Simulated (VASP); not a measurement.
Runs of VASP 6.6.1 on Fe. The structure is that of space group Pm-3m (No. 221), or close to it. The cells are those of the table. This isn't the form of Fe at room conditions, which is bcc.

```tsv
cell	gap on the mesh (eV)	pressure (GPa)	moment (μB)
a = 3.310 Å, angles 60.0°, 2 atoms	none	(b)	0.00
a = 3.355 Å, angles 60.0°, 2 atoms	none	-0.6	0.00
a = 3.400 Å, angles 60.0°, 2 atoms	none	-3.9	0.00
a = 3.485 Å, angles 60.0°, 2 atoms	none	(a)	0.00
a = 3.443 Å, angles 60.0°, 2 atoms	none	-6.7	0.00
a = 3.263 Å, angles 60.0°, 2 atoms	none	0.4	0.00
```

Alike in all rows: task single point; level PBE; potentials or basis VASP PAW PBE potentials, release 64 (Fe); spin collinear, antiferromagnetic start; k mesh 13 × 13 × 13; cutoff (eV) 600; smearing fermi-dirac 0.05 eV.

Q: Estimate the missing entries.

A: (a) -9.2; (b) 2.5.

Caveats: the antiferromagnetic order is the one typed at the start, and another may lie lower; the cell stands under tension (at least some runs).

A gap of «none» marks levels without a gap at the run's occupations.
